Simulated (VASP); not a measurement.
# KI in VASP: further runs

Runs on KI. Level: r2SCAN. Tasks: single point, relaxation of cell and atoms.

Everything below comes from runs of VASP 6.6.1. Logs are shortened: lines on timing, memory, paths and dates and some standing lists are left out, and cuts for length are marked.

## 1. The cell of the first run

Symmetry: Fm-3m, No. 225, cubic system. The conventional cell has a = 7.092 Å, b = 7.092 Å, c = 7.092 Å, α = 90.00°, β = 90.00°, γ = 90.00°. K (site symmetry m-3m) has 6 I at 3.55 Å within 4.7 Å. I (site symmetry m-3m) has 6 K at 3.55 Å within 4.7 Å.

## 2. Single point, r2SCAN

POSCAR reads:

```
KI
1.0
    3.5459548430      3.5459548430      0.0000000000
   -3.5459548430      3.5459548430      0.0000000000
    0.0000000000      3.5459548430      3.5459548430
K I
1 1
Direct
    0.0000000000      0.0000000000      0.0000000000
    0.5000000000      0.5000000000      0.0000000000
```

INCAR.step1 reads:

```
SYSTEM = KI
  PREC = Accurate
  ENCUT = 520
  ISMEAR = 0
  SIGMA = 0.01
  LREAL = .FALSE.
  LASPH = .TRUE.
  NELM = 60
  NBANDS = 15
  GGA = PE
  ALGO = Normal
  EDIFF = 1E-4
  LWAVE = .TRUE.
  LCHARG = .FALSE.
```

INCAR.step2 reads:

```
SYSTEM = KI
  PREC = Accurate
  ENCUT = 520
  EDIFF = 1E-7
  ISMEAR = 0
  SIGMA = 0.01
  LREAL = .FALSE.
  LASPH = .TRUE.
  NELM = 60
  ALGO = Normal
  ISIF = 2
  LWAVE = .FALSE.
  LCHARG = .FALSE.
  METAGGA = R2SCAN
  LMIXTAU = .TRUE.
  NBANDS = 15
  ISTART = 1
```

KPOINTS reads:

```
regular mesh
0
G
  6 6 6
  0 0 0
```

Potentials or basis: VASP PAW PBE potentials, release 64 (K_sv, I).

Run with:

```
cat potpaw_PBE.64/K_sv/POTCAR potpaw_PBE.64/I/POTCAR > POTCAR
cp INCAR.step1 INCAR
mpirun -np 1 vasp_std > vasp.out
cp INCAR.step2 INCAR
mpirun -np 1 vasp_std > vasp.out
```

OUTCAR:

```text
SYSTEM = KI
   PREC = Accurate
   ENCUT = 520
   EDIFF = 1E-7
   ISMEAR = 0
   LREAL = .FALSE.
   LASPH = .TRUE.
   NELM = 60
   ISIF = 2
   METAGGA = R2SCAN
   ISTART = 1

 ion  position               nearest neighbor table
   1  0.000  0.000  0.000-   2 3.55   2 3.55   2 3.55   2 3.55   2 3.55   2 3.55
   2  0.500  0.500  0.000-   1 3.55   1 3.55   1 3.55   1 3.55   1 3.55   1 3.55

  LATTYP: Found a face centered cubic cell.
 ALAT       =     7.0919096860

  Lattice vectors:

 A1 = (   0.0000000000,   3.5459548430,   3.5459548430)
 A2 = (   3.5459548430,   0.0000000000,   3.5459548430)
 A3 = (   3.5459548430,   3.5459548430,   0.0000000000)

Analysis of symmetry for initial positions (statically):
=====================================================================
 Subroutine PRICEL returns:
 Original cell was already a primitive cell.

 Routine SETGRP: Setting up the symmetry group for a
 face centered cubic supercell.

 Subroutine GETGRP returns: Found 48 space group operations
 (whereof 48 operations were pure point group operations)
 out of a pool of 48 trial point group operations.

The static configuration has the point symmetry O_h .

Analysis of symmetry for dynamics (positions and initial velocities):
=====================================================================
 Subroutine PRICEL returns:
 Original cell was already a primitive cell.

 Routine SETGRP: Setting up the symmetry group for a
 face centered cubic supercell.

 Subroutine GETGRP returns: Found 48 space group operations
 (whereof 48 operations were pure point group operations)
 out of a pool of 48 trial point group operations.

The dynamic configuration has the point symmetry O_h .

 Subroutine INISYM returns: Found 48 space group operations
 (whereof 48 operations are pure point group operations),
 and found     1 'primitive' translations

----------------------------------------------------------------------------------------

                                     Primitive cell

  volume of cell :      89.1722

  direct lattice vectors                    reciprocal lattice vectors
     3.545954843  3.545954843  0.000000000     0.141005744  0.141005744 -0.141005744
    -3.545954843  3.545954843  0.000000000    -0.141005744  0.141005744 -0.141005744
     0.000000000  3.545954843  3.545954843     0.000000000  0.000000000  0.282011488

  length of vectors
     5.014737431  5.014737431  5.014737431     0.244229112  0.244229112  0.282011488

  position of ions in fractional coordinates (direct lattice)
     0.000000000  0.000000000  0.000000000
     0.500000000  0.500000000  0.000000000

  ion indices of the primitive-cell ions
[... 80 lines left out ...]
   EFERMI =   0.00;   METHOD = LEGACY
   ISMEAR =     0;   SIGMA  =   0.01  broadening in eV -4-tet -1-fermi 0-gaus
   EFERMI_NEDOS =   21; number of points for ismear=-14 and -15
   IALGO  =     38    algorithm
   IMIX   =      4    mixing-type and parameters
     AMIX     =   0.40;   BMIX     =  1.00
     AMIX_MAG =   1.60;   BMIX_MAG =  1.00
  volume/ion in A,a.u.               =      44.59       300.88
  Fermi-wavevector in a.u.,A,eV,Ry     =   0.923361  1.744900 11.600272  0.852596
  Thomas-Fermi vector in A             =   2.048989
   LORBIT       =      0    0 simple, 1 ext, 2 COOP (PROOUT), +10 PAW based schemes
   METAGGA = R2SCAN    functional components
   LHFCALC =     F    Hartree Fock is set to
   AEXX    =    0.0000 exact exchange contribution
   IVDW    =     0    specifies the selected vdW correction
   LEPSILON=     F    determine dielectric tensor
   LRPA    =     F    only Hartree local field effects (RPA)
 non-spin polarized calculation
 Gauss-broadening in eV      SIGMA  =   0.01
  energy-cutoff  :      520.00
  volume of cell :       89.17
 maximum number of plane-waves:      2424
 NGX is ok and might be reduce to    40
   NGX = 19   NGY = 19   NGZ = 19

 number of electron      15.9999999 magnetization

 Free energy of the ion-electron system (eV)
  ---------------------------------------------------
  ext. energy  EPLUGINS =         0.00000000
  ---------------------------------------------------
  free energy    TOTEN  =       -33.98434974 eV

  energy without entropy =      -33.98434974  energy(sigma->0) =      -33.98434974

 E-fermi :  -0.7141     XC(G=0):  -7.4711

 val. band max:       -0.8127456320   @ k =   0.0000   0.0000   0.0000
 cond. band min:       3.7666477835   @ k =   0.0000   0.0000   0.0000
 fundamental gap:      4.5793934155
 Fermi energy:        -0.7140930152

 k-point     1 :       0.0000    0.0000    0.0000
  band No.  band energies     occupation
      1     -30.4909      2.00000
      2     -13.2046      2.00000
      3     -13.2046      2.00000
      4     -13.2046      2.00000
      5     -11.6084      2.00000
      6      -0.8127      2.00000
      7      -0.8127      2.00000
      8      -0.8127      2.00000
      9       3.7666      0.00000
     10       6.2413      0.00000
     11       6.2413      0.00000
     12       6.2413      0.00000
     13       7.0850      0.00000
     14       7.0850      0.00000
[... 257 lines left out ...]
      2     -13.2446      2.00000
      3     -13.2402      2.00000
      4     -13.2278      2.00000
      5     -11.4161      2.00000
      6      -1.6855      2.00000
      7      -1.3745      2.00000
      8      -1.3430      2.00000
      9       5.3281      0.00000
     10       6.2874      0.00000
     11       7.1284      0.00000
     12       8.2540      0.00000
     13       8.4795      0.00000
     14       9.5416      0.00000
     15       9.9741      0.00000

------------------------ aborting loop because EDIFF is reached ----------------------------------------

  FORCE on cell =-STRESS in cart. coord.  units (eV):
  Direction    XX          YY          ZZ          XY          YZ          ZX
  --------------------------------------------------------------------------------------
  -------------------------------------------------------------------------------------
  Total        0.0014483      0.0014483      0.0014483      0.0000000      0.0000000     -0.0000000
  in kB        0.0260225      0.0260225      0.0260225      0.0000000      0.0000000     -0.0000000
  external PRESSURE =       0.0260225 kB  Pullay stress =       0.0000000 kB

 VOLUME and BASIS-vectors are now :
 -----------------------------------------------------------------------------
  energy-cutoff  :      520.00
  volume of cell :       89.17
      direct lattice vectors                 reciprocal lattice vectors
     3.545954843  3.545954843  0.000000000     0.141005744  0.141005744 -0.141005744
    -3.545954843  3.545954843  0.000000000    -0.141005744  0.141005744 -0.141005744
     0.000000000  3.545954843  3.545954843     0.000000000  0.000000000  0.282011488

 POSITION                                       TOTAL-FORCE (eV/Angst)
 -----------------------------------------------------------------------------------
      0.00000      0.00000      0.00000        -0.000000      0.000000      0.000000
      0.00000      3.54595      0.00000         0.000000     -0.000000      0.000000
 -----------------------------------------------------------------------------------
    total drift:                                0.000000     -0.000000     -0.000000

  FREE ENERGIE OF THE ION-ELECTRON SYSTEM (eV)
  ---------------------------------------------------
  free  energy   TOTEN  =       -33.9843497396 eV

  energy  without entropy=      -33.9843497396  energy(sigma->0) =      -33.98434974
```

OUTCAR.step1:

```text
SYSTEM = KI
   PREC = Accurate
   ENCUT = 520
   ISMEAR = 0
   LREAL = .FALSE.
   LASPH = .TRUE.
[... 499 lines left out ...]
      0.00000      0.00000      0.00000         0.000000      0.000000      0.000000
      0.00000      3.54595      0.00000        -0.000000     -0.000000      0.000000
 -----------------------------------------------------------------------------------
    total drift:                                0.000000     -0.000000     -0.000000

  FREE ENERGIE OF THE ION-ELECTRON SYSTEM (eV)
  ---------------------------------------------------
  free  energy   TOTEN  =        -5.5597958500 eV

  energy  without entropy=       -5.5597958500  energy(sigma->0) =       -5.55979585
```

It took 2.3 min on 1 thread of Oxide Virtual Turin-like, shared host; peak memory 0.23 GiB.

Results:

- Free energy: -33.9843 eV
- Pressure: 0.0 GPa
- Band gap on the k mesh: 4.58 eV, direct

Caveat: the PAW data sets were made with another functional, which shifts forces and pressure a little; spin-orbit coupling is left out, which moves the levels of the heavy elements.

## 3. Single point, r2SCAN (in-plane strain -0.02, then relaxed in part)

POSCAR reads:

```
KI
1.0
    3.4750357461      3.4750357461      0.0000000000
   -3.4750357461      3.4750357461      0.0000000000
    0.0000000000      3.4750357461      3.5616267813
K I
1 1
Direct
    0.0000000000      0.0000000000      0.0000000000
    0.5000000000      0.5000000000      0.0000000000
```

INCAR.step1 reads:

```
PREC = Accurate
ENCUT = 520
ISMEAR = 0
SIGMA = 0.01
LREAL = F
LASPH = T
NELM = 100
NBANDS = 15
GGA = PE
ALGO = Normal
EDIFF = 1E-4
LWAVE = T
LCHARG = F
```

INCAR.step2 reads:

```
PREC = Accurate
ENCUT = 520
EDIFF = 1E-6
ISMEAR = 0
SIGMA = 0.01
LREAL = F
LASPH = T
NELM = 100
ALGO = Normal
ISIF = 2
LWAVE = F
LCHARG = F
METAGGA = R2SCAN
LMIXTAU = T
NBANDS = 15
ISTART = 1
```

KPOINTS reads:

```
Automatic mesh
0
Gamma
  6 6 6
```

Potentials or basis: VASP PAW PBE potentials, release 64 (K_sv, I).

Run with:

```
cat potpaw_PBE.64/K_sv/POTCAR potpaw_PBE.64/I/POTCAR > POTCAR
cp INCAR.step1 INCAR
mpirun -np 1 vasp_std > vasp.out
cp INCAR.step2 INCAR
mpirun -np 1 vasp_std > vasp.out
```

Run time: 4.6 min. Hardware: 1 thread of Oxide Virtual Turin-like, shared host; peak memory 0.23 GiB.

Results (log left out):

- Free energy: -33.9757 eV
- Pressure: 0.5 GPa
- Band gap on the k mesh: 4.67 eV, direct

Stress tensor (GPa, compression positive):
```
0.78 0.00 0.00
0.00 0.78 0.00
0.00 0.00 0.01
```

Levels at points of the mesh, in eV from the valence-band top:
| k point | band 5 | band 6 | band 7 | band 8 | band 9 | band 10 | band 11 | band 12 |
| --- | --- | --- | --- | --- | --- | --- | --- | --- |
| (0.00, 0.00, 0.00) | -10.86 | -0.01 | 0.00 | 0.00 | 4.67 | 6.93 | 7.08 | 7.08 |
| (0.50, 0.00, 0.00) | -10.53 | -1.38 | -0.37 | -0.35 | 6.04 | 8.40 | 8.72 | 8.91 |
| (0.50, 0.50, 0.00) | -10.69 | -1.05 | -0.42 | -0.39 | 5.32 | 6.55 | 8.87 | 9.60 |
| (0.00, 0.00, 0.50) | -10.70 | -1.08 | -0.36 | -0.36 | 5.34 | 6.56 | 8.81 | 9.51 |

Caveat: the cell differs from its parent crystal (in-plane strain -0.02, then relaxed in part); the PAW data sets were made with another functional, which shifts forces and pressure a little; spin-orbit coupling is left out, which moves the levels of the heavy elements.

[end of part 1 of 2]
